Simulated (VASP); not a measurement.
# BAs (Fm-3m) in VASP: notebook, part 2 of 2

VASP 6.6.1.

### Step 3. Single point, PBE

This run uses another cell than the first one, of 12.31 Å³/atom, 0.951 times its volume.

INCAR reads:

```
SYSTEM = BAs
ALGO = Normal
EDIFF = 1E-6
ENCUT = 520
GGA = PE
ISIF = 2
ISMEAR = 0
LASPH = .True.
LCHARG = .False.
LREAL = .False.
LWAVE = .False.
NBANDS = 11
NELM = 80
PREC = Accurate
SIGMA = 0.1
```

KPOINTS reads:

```
k-points
0
Gamma
  6 6 6
  0 0 0
```

POSCAR reads:

```
BAs
1.0
    0.0000000000      2.3089380189      2.3089380189
    2.3089380189      0.0000000000      2.3089380189
    2.3089380189      2.3089380189      0.0000000000
B As
1 1
Direct
    0.5000000000      0.5000000000      0.5000000000
    0.0000000000      0.0000000000      0.0000000000
```

Potentials or basis: VASP PAW PBE potentials, release 64 (B, As).

The run is started by

```console
$ cat potpaw_PBE.64/B/POTCAR potpaw_PBE.64/As/POTCAR > POTCAR
$ mpirun -np 1 vasp_std > vasp.out
```

OUTCAR:

```text
SYSTEM = BAs
   EDIFF = 1E-6
   ENCUT = 520
   GGA = PE
   ISIF = 2
   ISMEAR = 0
   LASPH = .True.
   LREAL = .False.
   NELM = 80
   PREC = Accurate

 ion  position               nearest neighbor table
   1  0.500  0.500  0.500-   2 2.31   2 2.31   2 2.31   2 2.31   2 2.31   2 2.31
   2  0.000  0.000  0.000-   1 2.31   1 2.31   1 2.31   1 2.31   1 2.31   1 2.31

  LATTYP: Found a face centered cubic cell.
 ALAT       =     4.6178760378

  Lattice vectors:

 A1 = (   0.0000000000,   2.3089380189,   2.3089380189)
 A2 = (   2.3089380189,   0.0000000000,   2.3089380189)
 A3 = (   2.3089380189,   2.3089380189,   0.0000000000)

Analysis of symmetry for initial positions (statically):
=====================================================================
 Subroutine PRICEL returns:
 Original cell was already a primitive cell.

 Routine SETGRP: Setting up the symmetry group for a
 face centered cubic supercell.

 Subroutine GETGRP returns: Found 48 space group operations
 (whereof 48 operations were pure point group operations)
 out of a pool of 48 trial point group operations.

The static configuration has the point symmetry O_h .

Analysis of symmetry for dynamics (positions and initial velocities):
=====================================================================
 Subroutine PRICEL returns:
 Original cell was already a primitive cell.

 Routine SETGRP: Setting up the symmetry group for a
 face centered cubic supercell.

 Subroutine GETGRP returns: Found 48 space group operations
 (whereof 48 operations were pure point group operations)
 out of a pool of 48 trial point group operations.

The dynamic configuration has the point symmetry O_h .

 Subroutine INISYM returns: Found 48 space group operations
 (whereof 48 operations are pure point group operations),
 and found     1 'primitive' translations

----------------------------------------------------------------------------------------

                                     Primitive cell

  volume of cell :      24.6188

  direct lattice vectors                    reciprocal lattice vectors
     0.000000000  2.308938019  2.308938019    -0.216549771  0.216549771  0.216549771
     2.308938019  0.000000000  2.308938019     0.216549771 -0.216549771  0.216549771
     2.308938019  2.308938019  0.000000000     0.216549771  0.216549771 -0.216549771

  length of vectors
     3.265331461  3.265331461  3.265331461     0.375075206  0.375075206  0.375075206

  position of ions in fractional coordinates (direct lattice)
     0.500000000  0.500000000  0.500000000
     0.000000000  0.000000000  0.000000000

  ion indices of the primitive-cell ions
   primitive index   ion index
                 1           1
                 2           2

----------------------------------------------------------------------------------------

 KPOINTS: k-points

Automatic generation of k-mesh.
 Grid dimensions read from file:
 generate k-points for:    6    6    6

 Generating k-lattice:

  Cartesian coordinates                     Fractional coordinates (reciprocal lattice)
    -0.036091629  0.036091629  0.036091629     0.166666667  0.000000000  0.000000000
     0.036091629 -0.036091629  0.036091629     0.000000000  0.166666667  0.000000000
     0.036091629  0.036091629 -0.036091629     0.000000000  0.000000000  0.166666667

  Length of vectors
     0.062512534  0.062512534  0.062512534

  Shift w.r.t. Gamma in fractional coordinates (k-lattice)
     0.000000000  0.000000000  0.000000000

 Subroutine IBZKPT returns following result:
 ===========================================

 Found     16 irreducible k-points:

 Following reciprocal coordinates:
            Coordinates               Weight
  0.000000  0.000000  0.000000      1.000000
  0.166667  0.000000  0.000000      8.000000
  0.333333  0.000000  0.000000      8.000000
  0.500000  0.000000  0.000000      4.000000
  0.166667  0.166667  0.000000      6.000000
  0.333333  0.166667  0.000000     24.000000
[... 8 lines left out ...]
 -0.333333  0.333333  0.166667     24.000000
 -0.333333  0.500000  0.166667     12.000000
   k-points           NKPTS =     16   k-points in BZ     NKDIM =     16   number of bands    NBANDS=     11
   number of dos      NEDOS =    301   number of ions     NIONS =      2
   total plane-waves  NPLWV =  13824
   dimension x,y,z NGX =    24 NGY =   24 NGZ =   24
   dimension x,y,z NGXF=    48 NGYF=   48 NGZF=   48
   ions per type =               1   1
   NGX,Y,Z   is equivalent  to a cutoff of  12.22, 12.22, 12.22 a.u.
   NGXF,Y,Z  is equivalent  to a cutoff of  24.44, 24.44, 24.44 a.u.
 SYSTEM =  BAs
   PREC   = accura    normal or accurate (medium, high low for compatibility)
   ISTART =      0    job   : 0-new  1-cont  2-samecut
   ICHARG =      2    charge: 1-file 2-atom 10-const
   ISPIN  =      1    spin polarized calculation?
   LNONCOLLINEAR =      F non collinear calculations
   LSORBIT =      F    spin-orbit coupling
   LASPH  =      T    aspherical Exc in radial PAW
   ENCUT  =  520.0 eV  38.22 Ry    6.18 a.u.   6.07  6.07  6.07*2*pi/ulx,y,z
   NELM   =     80;   NELMIN=  2; NELMDL= -5     # of ELM steps
   EDIFF  = 0.1E-05   stopping-criterion for ELM
   LREAL  =      F    real-space projection
   EDIFFG = 0.1E-04   stopping-criterion for IOM
   NSW    =      0    number of steps for IOM
   IBRION =     -1    ionic relax: 0-MD 1-quasi-New 2-CG
   NFREE  =      0    steps in history (QN), initial steepest desc. (CG)
   ISIF   =      2    stress and relaxation
   ISYM   =      2    0-nonsym 1-usesym 2-fastsym
   POTIM  = 0.5000    time-step for ionic-motion
   TEBEG  =    0.0;   TEEND  =   0.0 temperature during run
   PSTRESS=    0.0 pullay stress
   NELECT =       8.0000    total number of electrons
   NUPDOWN=      -1.0000    fix difference up-down
   EMIN   =  10.00;   EMAX   =-10.00  energy-range for DOS
   EFERMI =   0.00;   METHOD = LEGACY
   ISMEAR =     0;   SIGMA  =   0.10  broadening in eV -4-tet -1-fermi 0-gaus
   EFERMI_NEDOS =   21; number of points for ismear=-14 and -15
   IALGO  =     38    algorithm
   IMIX   =      4    mixing-type and parameters
     AMIX     =   0.40;   BMIX     =  1.00
     AMIX_MAG =   1.60;   BMIX_MAG =  1.00
  volume/ion in A,a.u.               =      12.31        83.07
  Fermi-wavevector in a.u.,A,eV,Ry     =   1.125510  2.126905 17.235479  1.266772
  Thomas-Fermi vector in A             =   2.262187
   LORBIT       =      0    0 simple, 1 ext, 2 COOP (PROOUT), +10 PAW based schemes
   GGA     = PE    functional components
   LHFCALC =     F    Hartree Fock is set to
   AEXX    =    0.0000 exact exchange contribution
   IVDW    =     0    specifies the selected vdW correction
   LEPSILON=     F    determine dielectric tensor
   LRPA    =     F    only Hartree local field effects (RPA)
 non-spin polarized calculation
 Gauss-broadening in eV      SIGMA  =   0.10
  energy-cutoff  :      520.00
  volume of cell :       24.62
 maximum number of plane-waves:       680
   NGX = 13   NGY = 13   NGZ = 13

 number of electron       7.9999999 magnetization

 Free energy of the ion-electron system (eV)
  ---------------------------------------------------
  ext. energy  EPLUGINS =         0.00000000
  ---------------------------------------------------
  free energy    TOTEN  =        -9.56538973 eV

  energy without entropy =       -9.55039562  energy(sigma->0) =       -9.55789267

 E-fermi :   7.2237     XC(G=0): -11.4089

 val. band max:        7.2111042394   @ k =   0.1667   0.0000   0.0000
 cond. band min:       7.2253260660   @ k =   0.0000   0.0000   0.0000
 fundamental gap:      0.0142218266
 Fermi energy:         7.2236958034

 k-point     1 :       0.0000    0.0000    0.0000
  band No.  band energies     occupation
      1      -8.6302      2.00000
      2       7.2253      0.98161
      3       7.2253      0.98161
      4       7.2253      0.98160
      5      10.6558      0.00000
      6      14.8922      0.00000
      7      14.8922      0.00000
      8      14.8922      0.00000
      9      16.1061      0.00000
     10      16.1061      0.00000
     11      16.1061      0.00000
[... 197 lines left out ...]
 k-point    16 :      -0.3333    0.5000    0.1667
  band No.  band energies     occupation
      1      -3.1530      2.00000
      2       0.0894      2.00000
      3       0.8051      2.00000
      4       1.9772      2.00000
      5       8.1551      0.00000
      6      13.8071      0.00000
      7      13.9134      0.00000
      8      18.3376      0.00000
      9      18.7397      0.00000
     10      20.9382      0.00000
     11      27.5410      0.00000

------------------------ aborting loop because EDIFF is reached ----------------------------------------

  FORCE on cell =-STRESS in cart. coord.  units (eV):
  Direction    XX          YY          ZZ          XY          YZ          ZX
  --------------------------------------------------------------------------------------
  -------------------------------------------------------------------------------------
  Total        0.0196059      0.0196059      0.0196059      0.0000000      0.0000000      0.0000000
  in kB        1.2759401      1.2759401      1.2759401      0.0000000      0.0000000      0.0000000
  external PRESSURE =       1.2759401 kB  Pullay stress =       0.0000000 kB

 VOLUME and BASIS-vectors are now :
 -----------------------------------------------------------------------------
  energy-cutoff  :      520.00
  volume of cell :       24.62
      direct lattice vectors                 reciprocal lattice vectors
     0.000000000  2.308938019  2.308938019    -0.216549771  0.216549771  0.216549771
     2.308938019  0.000000000  2.308938019     0.216549771 -0.216549771  0.216549771
     2.308938019  2.308938019  0.000000000     0.216549771  0.216549771 -0.216549771

 POSITION                                       TOTAL-FORCE (eV/Angst)
 -----------------------------------------------------------------------------------
      2.30894      2.30894      2.30894        -0.000000      0.000000      0.000000
      0.00000      0.00000      0.00000         0.000000     -0.000000     -0.000000
 -----------------------------------------------------------------------------------
    total drift:                                0.000000     -0.000000     -0.000000

  FREE ENERGIE OF THE ION-ELECTRON SYSTEM (eV)
  ---------------------------------------------------
  free  energy   TOTEN  =        -9.5653897253 eV

  energy  without entropy=       -9.5503956163  energy(sigma->0) =       -9.55789267
```

OSZICAR:

```text
N       E                     dE             d eps       ncg     rms          rms(c)
DAV:   1     0.949697757045E+01    0.94970E+01   -0.39336E+03   352   0.645E+02
DAV:   2    -0.934373189251E+01   -0.18841E+02   -0.18216E+02   438   0.106E+02
DAV:   3    -0.977681580389E+01   -0.43308E+00   -0.42988E+00   459   0.126E+01
DAV:   4    -0.977748474234E+01   -0.66894E-03   -0.66877E-03   385   0.569E-01
DAV:   5    -0.977748527916E+01   -0.53682E-06   -0.53571E-06   415   0.177E-02    0.371E+00
DAV:   6    -0.956891334117E+01    0.20857E+00   -0.68622E-01   367   0.316E+00    0.183E+00
DAV:   7    -0.956476544307E+01    0.41479E-02   -0.75249E-02   399   0.136E+00    0.819E-01
DAV:   8    -0.956571778020E+01   -0.95234E-03   -0.76774E-03   383   0.477E-01    0.981E-02
DAV:   9    -0.956537882832E+01    0.33895E-03   -0.21651E-03   358   0.186E-01    0.442E-02
DAV:  10    -0.956538907205E+01   -0.10244E-04   -0.69530E-05   400   0.551E-02    0.101E-02
DAV:  11    -0.956538972528E+01   -0.65324E-06   -0.18263E-06   388   0.106E-02
   1 F= -.95653897E+01 E0= -.95578927E+01  d E =-.149941E-01
```

stdout:

```text
POSCAR found type information on POSCAR B As
 POSCAR found :  2 types and       2 ions
 scaLAPACK will be used
 LDA part: xc-table for (Slater+PW92), standard interpolation
 POSCAR, INCAR and KPOINTS ok, starting setup
 FFT: planning ... GRIDC
 FFT: planning ... GRID_SOFT
 FFT: planning ... GRID
 WAVECAR not read
 entering main loop
```

Wall time 3.4 s (1 thread of AMD EPYC 7R13 (Zen 3), shared host); peak memory 0.11 GiB.

What came out:

| Quantity | Value |
| --- | --- |
| Free energy | -9.5654 eV |
| Pressure | 0.1 GPa |
| Band gap on the k mesh | zero (band 4 reaches 8.73 eV, above the bottom of band 5 at 3.85 eV) |

Caveat: the k points lie up to 0.39 Å⁻¹ apart.

### Step 4. Relaxation of cell and atoms, PBE

INCAR reads:

```
SYSTEM = BAs
  PREC = Accurate
  ENCUT = 600
  EDIFF = 1E-7
  ISMEAR = 0
  SIGMA = 0.1
  LREAL = .FALSE.
  LASPH = .TRUE.
  NELM = 100
  ALGO = Normal
  ISIF = 3
  LWAVE = .FALSE.
  LCHARG = .FALSE.
  GGA = PE
  IBRION = 2
  NSW = 90
  EDIFFG = -0.04
```

KPOINTS reads:

```
Automatic mesh
0
G
  6 6 6
  0 0 0
```

POSCAR reads:

```
BAs
1.0
    0.0000000000      2.3478434600      2.3478434600
    2.3478434600      0.0000000000      2.3478434600
    2.3478434600      2.3478434600      0.0000000000
B As
1 1
Direct
    0.5000000000      0.5000000000      0.5000000000
    0.0000000000      0.0000000000      0.0000000000
```

The run is started by

```console
$ cat potpaw_PBE.64/B/POTCAR potpaw_PBE.64/As/POTCAR > POTCAR
$ mpirun -np 1 vasp_std > vasp.out
```

It took 9.4 s on 1 thread of AMD EPYC 7R13 (Zen 3), shared host; peak memory 0.13 GiB.

It converged, with:

* Free energy: -9.5662 eV
* Relaxed volume: 12.32 Å³/atom
* Relaxed cell: a = 3.266 Å, b = 3.266 Å, c = 3.266 Å, α = 60.00°, β = 60.00°, γ = 60.00°
* Space group after relaxing (to 0.05 Å): Fm-3m (No. 225)
* Energy gained by relaxing: 11.9 meV/atom
* Ionic steps: 3
* Pressure after relaxing: 0.0 GPa
* Band gap on the k mesh: zero (band 4 reaches 8.72 eV, above the bottom of band 5 at 3.84 eV)

Step by step:
| step | energy change (eV) | largest force (eV/Å) | pressure (GPa) | volume (Å³) |
| --- | --- | --- | --- | --- |
| 1 | 0.0000 | 0.0000 | -5.81 | 25.88 |
| 2 | -0.0199 | 0.0000 | 2.68 | 24.17 |
| 3 | -0.0238 | 0.0000 | 0.02 | 24.64 |

Final structure:
```
CELL_PARAMETERS angstrom
0.00000 2.30946 2.30946
2.30946 0.00000 2.30946
2.30946 2.30946 0.00000
ATOMIC_POSITIONS crystal
B 0.50000 0.50000 0.50000
As 0.00000 0.00000 0.00000
```

Levels at points of the mesh, in eV from the Fermi level:
| k point | band 1 | band 2 | band 3 | band 4 | band 5 | band 6 | band 7 | band 8 |
| --- | --- | --- | --- | --- | --- | --- | --- | --- |
| (0.00, 0.00, 0.00) | -15.85 | 0.00 | 0.00 | 0.00 | 3.42 | 7.66 | 7.66 | 7.66 |
| (0.50, 0.00, 0.00) | -12.11 | -9.65 | 1.09 | 1.09 | 1.35 | 1.35 | 4.13 | 5.44 |
| (0.50, 0.50, 0.00) | -10.69 | -7.83 | -3.69 | -3.69 | -3.38 | 3.73 | 10.55 | 10.55 |

Caveat: the k points lie up to 0.39 Å⁻¹ apart in the final cell.

### Step 5. Overview

```csv
task,cell,cutoff (eV),gap on the mesh (eV),pressure (GPa)
single point,"a = 3.320 Å, angles 60.0°, 2 atoms",520,none,-5.8
single point,"a = 3.265 Å, angles 60.0°, 2 atoms",520,none,0.1
relaxation of cell and atoms,"relaxed from a = 3.320 Å, angles 60.0°, 2 atoms",600,none,0.0
```

Alike in all rows: level PBE; potentials or basis VASP PAW PBE potentials, release 64 (B, As); no spin polarisation; k mesh 6 × 6 × 6; smearing gaussian 0.1 eV.

Caveats: all runs use coarse meshes.

Total energies depend on the potentials used, so only differences within one code and one set of settings carry meaning.
